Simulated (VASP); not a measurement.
# NaCl (Pm-3m) in VASP: single point with PBE

Aim: the single point of NaCl with PBE.

Everything below comes from runs of VASP 6.6.1. Logs are shortened: lines on timing, memory, paths and dates and some standing lists are left out, and cuts for length are marked.

### 1 The cell of the first run

Symmetry: Pm-3m, No. 221, cubic system. The conventional cell has a = 3.508 Å, b = 3.508 Å, c = 3.508 Å, α = 90.00°, β = 90.00°, γ = 90.00°. Na (site symmetry m-3m) has 8 Cl at 3.04 Å and 6 Na at 3.51 Å within 4.0 Å. Cl (site symmetry m-3m) has 8 Na at 3.04 Å and 6 Cl at 3.51 Å within 4.0 Å.

### 2 Single point, PBE

POSCAR

```
NaCl
1.0
    3.5079130194      0.0000000000      0.0000000000
    0.0000000000      3.5079130194      0.0000000000
    0.0000000000      0.0000000000      3.5079130194
Na Cl
1 1
Direct
    0.0000000000      0.0000000000      0.0000000000
    0.5000000000      0.5000000000      0.5000000000
```

INCAR.step1

```
SYSTEM = NaCl
ALGO     = Normal         ! electronic algorithm
EDIFF    = 1E-6           ! SCF threshold, eV
ENCUT    = 520            ! plane-wave cutoff, eV
GGA      = PE             ! functional
ISIF     = 2              ! what is computed and relaxed
ISMEAR   = 0              ! smearing method
LASPH    = .TRUE.         ! aspherical terms in the spheres
LCHARG   = .TRUE.         ! write CHGCAR
LREAL    = .FALSE.        ! projectors in reciprocal space
LWAVE    = .FALSE.        ! write WAVECAR
NBANDS   = 14             ! bands
NELM     = 100            ! most SCF steps
PREC     = Accurate       ! precision mode
SIGMA    = 0.05           ! smearing width, eV
```

KPOINTS.step1

```
k-points
0
G
  12 12 12
  0 0 0
```

INCAR.step2

```
SYSTEM = NaCl
ALGO     = Normal         ! electronic algorithm
EDIFF    = 1E-6           ! SCF threshold, eV
ENCUT    = 520            ! plane-wave cutoff, eV
GGA      = PE             ! functional
ICHARG   = 11             ! starting density
ISIF     = 2              ! what is computed and relaxed
ISMEAR   = -5             ! smearing method
LASPH    = .TRUE.         ! aspherical terms in the spheres
LCHARG   = .FALSE.        ! write CHGCAR
LORBIT   = 11             ! projections on sites
LREAL    = .FALSE.        ! projectors in reciprocal space
LWAVE    = .FALSE.        ! write WAVECAR
NEDOS    = 1001           ! points of the DOS
NELM     = 100            ! most SCF steps
PREC     = Accurate       ! precision mode
SIGMA    = 0.05           ! smearing width, eV
```

KPOINTS.step2

```
k-points
0
G
  18 18 18
  0 0 0
```

Potentials or basis: VASP PAW PBE potentials, release 64 (Na_pv, Cl).

Started as:

```bash
cat potpaw_PBE.64/Na_pv/POTCAR potpaw_PBE.64/Cl/POTCAR > POTCAR
cp INCAR.step1 INCAR
cp KPOINTS.step1 KPOINTS
mpirun -np 1 vasp_std > vasp.out
cp INCAR.step2 INCAR
cp KPOINTS.step2 KPOINTS
mpirun -np 1 vasp_std > vasp.out
```

OUTCAR:

```text
SYSTEM = NaCl
   EDIFF = 1E-6
   ENCUT = 520
   GGA = PE
   ICHARG = 11
   ISIF = 2
   ISMEAR = -5
   LASPH = .TRUE.
   LORBIT = 11
   LREAL = .FALSE.
   NELM = 100
   PREC = Accurate

 ion  position               nearest neighbor table
   1  0.000  0.000  0.000-
   2  0.500  0.500  0.500-

  LATTYP: Found a simple cubic cell.
 ALAT       =     3.5079130194

  Lattice vectors:

 A1 = (   3.5079130194,   0.0000000000,   0.0000000000)
 A2 = (   0.0000000000,   3.5079130194,   0.0000000000)
 A3 = (   0.0000000000,   0.0000000000,   3.5079130194)

Analysis of symmetry for initial positions (statically):
=====================================================================
 Subroutine PRICEL returns:
 Original cell was already a primitive cell.

 Routine SETGRP: Setting up the symmetry group for a
 simple cubic supercell.

 Subroutine GETGRP returns: Found 48 space group operations
 (whereof 48 operations were pure point group operations)
 out of a pool of 48 trial point group operations.

The static configuration has the point symmetry O_h .

Analysis of symmetry for dynamics (positions and initial velocities):
=====================================================================
 Subroutine PRICEL returns:
 Original cell was already a primitive cell.

 Routine SETGRP: Setting up the symmetry group for a
 simple cubic supercell.

 Subroutine GETGRP returns: Found 48 space group operations
 (whereof 48 operations were pure point group operations)
 out of a pool of 48 trial point group operations.

The dynamic configuration has the point symmetry O_h .

 Subroutine INISYM returns: Found 48 space group operations
 (whereof 48 operations are pure point group operations),
 and found     1 'primitive' translations

----------------------------------------------------------------------------------------

                                     Primitive cell

  volume of cell :      43.1665

  direct lattice vectors                    reciprocal lattice vectors
     3.507913019  0.000000000  0.000000000     0.285069782  0.000000000  0.000000000
     0.000000000  3.507913019  0.000000000     0.000000000  0.285069782  0.000000000
     0.000000000  0.000000000  3.507913019     0.000000000  0.000000000  0.285069782

  length of vectors
     3.507913019  3.507913019  3.507913019     0.285069782  0.285069782  0.285069782

  position of ions in fractional coordinates (direct lattice)
     0.000000000  0.000000000  0.000000000
     0.500000000  0.500000000  0.500000000

  ion indices of the primitive-cell ions
   primitive index   ion index
                 1           1
                 2           2

----------------------------------------------------------------------------------------

 KPOINTS: k-points

Automatic generation of k-mesh.
 Grid dimensions read from file:
 generate k-points for:   18   18   18

 Generating k-lattice:

  Cartesian coordinates                     Fractional coordinates (reciprocal lattice)
     0.015837210  0.000000000  0.000000000     0.055555556  0.000000000  0.000000000
     0.000000000  0.015837210  0.000000000     0.000000000  0.055555556  0.000000000
     0.000000000  0.000000000  0.015837210     0.000000000  0.000000000  0.055555556

  Length of vectors
     0.015837210  0.015837210  0.015837210

  Shift w.r.t. Gamma in fractional coordinates (k-lattice)
     0.000000000  0.000000000  0.000000000

 TETIRR: Found   2900 inequivalent tetrahedra from    34992

 Subroutine IBZKPT returns following result:
 ===========================================

 Found    220 irreducible k-points:

 Following reciprocal coordinates:
            Coordinates               Weight
  0.000000  0.000000  0.000000      1.000000
  0.055556  0.000000  0.000000      6.000000
  0.111111  0.000000  0.000000      6.000000
  0.166667  0.000000  0.000000      6.000000
  0.222222  0.000000  0.000000      6.000000
  0.277778  0.000000  0.000000      6.000000
[... 16 lines left out ...]
  0.277778  0.111111  0.000000     24.000000
  0.333333  0.111111  0.000000     24.000000
 [... further k-points ...]
   k-points           NKPTS =    220   k-points in BZ     NKDIM =    220   number of bands    NBANDS=     11
   number of dos      NEDOS =   1001   number of ions     NIONS =      2
   total plane-waves  NPLWV =  21952
   dimension x,y,z NGX =    28 NGY =   28 NGZ =   28
   dimension x,y,z NGXF=    56 NGYF=   56 NGZF=   56
   ions per type =               1   1
   NGX,Y,Z   is equivalent  to a cutoff of  13.27, 13.27, 13.27 a.u.
   NGXF,Y,Z  is equivalent  to a cutoff of  26.54, 26.54, 26.54 a.u.
 SYSTEM =  NaCl
   PREC   = accura    normal or accurate (medium, high low for compatibility)
   ISTART =      0    job   : 0-new  1-cont  2-samecut
   ICHARG =     11    charge: 1-file 2-atom 10-const
   ISPIN  =      1    spin polarized calculation?
   LNONCOLLINEAR =      F non collinear calculations
   LSORBIT =      F    spin-orbit coupling
   LASPH  =      T    aspherical Exc in radial PAW
   ENCUT  =  520.0 eV  38.22 Ry    6.18 a.u.   6.52  6.52  6.52*2*pi/ulx,y,z
   NELM   =    100;   NELMIN=  2; NELMDL=  0     # of ELM steps
   EDIFF  = 0.1E-05   stopping-criterion for ELM
   LREAL  =      F    real-space projection
   EDIFFG = 0.1E-04   stopping-criterion for IOM
   NSW    =      0    number of steps for IOM
   IBRION =     -1    ionic relax: 0-MD 1-quasi-New 2-CG
   NFREE  =      0    steps in history (QN), initial steepest desc. (CG)
   ISIF   =      2    stress and relaxation
   ISYM   =      2    0-nonsym 1-usesym 2-fastsym
   POTIM  = 0.5000    time-step for ionic-motion
   TEBEG  =    0.0;   TEEND  =   0.0 temperature during run
   PSTRESS=    0.0 pullay stress
   NELECT =      14.0000    total number of electrons
   NUPDOWN=      -1.0000    fix difference up-down
   EMIN   =  10.00;   EMAX   =-10.00  energy-range for DOS
   EFERMI =   0.00;   METHOD = LEGACY
   ISMEAR =    -5;   SIGMA  =   0.05  broadening in eV -4-tet -1-fermi 0-gaus
   EFERMI_NEDOS =   21; number of points for ismear=-14 and -15
   IALGO  =     38    algorithm
   IMIX   =      4    mixing-type and parameters
     AMIX     =   0.40;   BMIX     =  1.00
     AMIX_MAG =   1.60;   BMIX_MAG =  1.00
  volume/ion in A,a.u.               =      21.58       145.65
  Fermi-wavevector in a.u.,A,eV,Ry     =   1.124783  2.125531 17.213227  1.265137
  Thomas-Fermi vector in A             =   2.261457
   LORBIT       =     11    0 simple, 1 ext, 2 COOP (PROOUT), +10 PAW based schemes
   GGA     = PE    functional components
   LHFCALC =     F    Hartree Fock is set to
   AEXX    =    0.0000 exact exchange contribution
   IVDW    =     0    specifies the selected vdW correction
   LEPSILON=     F    determine dielectric tensor
   LRPA    =     F    only Hartree local field effects (RPA)
 non-spin polarized calculation
 Fermi weights with tetrahedron method with Bloechl corrections
  energy-cutoff  :      520.00
  volume of cell :       43.17
 maximum number of plane-waves:      1189
 NGX is ok and might be reduce to    28

 number of electron      13.9999981 magnetization

 Free energy of the ion-electron system (eV)
  ---------------------------------------------------
  ext. energy  EPLUGINS =         0.00000000
  ---------------------------------------------------
  free energy    TOTEN  =        -6.46879369 eV

  energy without entropy =       -6.46879369  energy(sigma->0) =       -6.46879369

 E-fermi :   0.4014     XC(G=0):  -8.4116

 val. band max:        0.3907420826   @ k =   0.5000   0.5000   0.0000
 cond. band min:       4.3531647717   @ k =   0.0000   0.0000   0.0000
 fundamental gap:      3.9624226891
 Fermi energy:         0.4013769583

 k-point     1 :       0.0000    0.0000    0.0000
  band No.  band energies     occupation
      1     -21.6880      2.00000
      2     -21.6880      2.00000
      3     -21.6880      2.00000
      4     -12.9689      2.00000
      5      -0.0959      2.00000
      6      -0.0959      2.00000
      7      -0.0959      2.00000
      8       4.3532      0.00000
      9       8.9750      0.00000
     10       8.9750      0.00000
     11      16.0393      0.00000

 k-point     2 :       0.0556    0.0000    0.0000
  band No.  band energies     occupation
      1     -21.6892      2.00000
      2     -21.6879      2.00000
      3     -21.6879      2.00000
      4     -12.9590      2.00000
      5      -0.2041      2.00000
      6      -0.0892      2.00000
      7      -0.0892      2.00000
      8       4.4519      0.00000
      9       9.0088      0.00000
     10       9.0456      0.00000
     11      15.5094      0.00000

 k-point     3 :       0.1111    0.0000    0.0000
  band No.  band energies     occupation
      1     -21.6927      2.00000
      2     -21.6876      2.00000
      3     -21.6876      2.00000
      4     -12.9303      2.00000
      5      -0.4917      2.00000
      6      -0.0699      2.00000
      7      -0.0699      2.00000
      8       4.7152      0.00000
      9       9.1099      0.00000
     10       9.2384      0.00000
     11      14.8629      0.00000
[... 267 lines left out ...]
 k-point    23 :       0.2778    0.1111    0.0000
  band No.  band energies     occupation
      1     -21.7107      2.00000
      2     -21.6902      2.00000
      3     -21.6855      2.00000
      4     -12.7355      2.00000
      5      -1.6498      2.00000
      6      -0.2882      2.00000
      7       0.0649      2.00000
      8       6.2072      0.00000
      9       9.6412      0.00000
     10      10.0538      0.00000
     11      12.5447      0.00000

 k-point    24 :       0.3333    0.1111    0.0000
  band No.  band energies     occupation
      1     -21.7170      2.00000
      2     -21.6896      2.00000
      3     -21.6850      2.00000
      4     -12.6783      2.00000
      5      -1.9855      2.00000
      6      -0.2377      2.00000
      7       0.1040      2.00000
      8       6.6301      0.00000
      9       9.4479      0.00000
     10      10.3045      0.00000
     11      12.2838      0.00000

 [... further k-points ...]
[... 5 lines left out ...]
  --------------------------------------------------------------------------------------
  -------------------------------------------------------------------------------------
  Total       -0.0207297     -0.0207297     -0.0207297      0.0000000      0.0000000      0.0000000
  in kB       -0.7694088     -0.7694088     -0.7694088      0.0000000      0.0000000      0.0000000
  external PRESSURE =      -0.7694088 kB  Pullay stress =       0.0000000 kB

 VOLUME and BASIS-vectors are now :
 -----------------------------------------------------------------------------
  energy-cutoff  :      520.00
  volume of cell :       43.17
      direct lattice vectors                 reciprocal lattice vectors
     3.507913019  0.000000000  0.000000000     0.285069782  0.000000000  0.000000000
     0.000000000  3.507913019  0.000000000     0.000000000  0.285069782  0.000000000
     0.000000000  0.000000000  3.507913019     0.000000000  0.000000000  0.285069782

 POSITION                                       TOTAL-FORCE (eV/Angst)
 -----------------------------------------------------------------------------------
      0.00000      0.00000      0.00000         0.000000      0.000000      0.000000
      1.75396      1.75396      1.75396         0.000000      0.000000      0.000000
 -----------------------------------------------------------------------------------
    total drift:                               -0.000000      0.000000      0.000000

  FREE ENERGIE OF THE ION-ELECTRON SYSTEM (eV)
  ---------------------------------------------------
  free  energy   TOTEN  =        -6.4687936894 eV

  energy  without entropy=       -6.4687936894  energy(sigma->0) =       -6.46879369

 total charge

# of ion       s       p       d       tot
------------------------------------------
    1        0.034   5.969   0.000   6.003
    2        1.592   3.563   0.000   5.156
--------------------------------------------------
tot          1.626   9.532   0.000  11.158
```

It took 54 s on 1 thread of Intel Xeon Platinum 8488C (Sapphire Rapids), shared host; peak memory 0.22 GiB.

What came out:

```
Valence electrons inside the program's atomic spheres : Na 6.00; Cl 5.16
```

Levels at points of the mesh, in eV from the valence-band top:
| k point | band 5 | band 6 | band 7 | band 8 | band 9 | band 10 |
| --- | --- | --- | --- | --- | --- | --- |
| (0.00, 0.00, 0.00) | -0.49 | -0.49 | -0.49 | 3.96 | 8.58 | 8.58 |
| (0.50, 0.00, 0.00) | -2.92 | -0.25 | -0.25 | 6.91 | 8.53 | 10.51 |
| (0.50, 0.50, 0.00) | -2.24 | -2.24 | 0.00 | 5.54 | 9.87 | 10.99 |
| (0.50, 0.50, 0.50) | -1.83 | -1.83 | -1.83 | 7.12 | 7.12 | 7.12 |
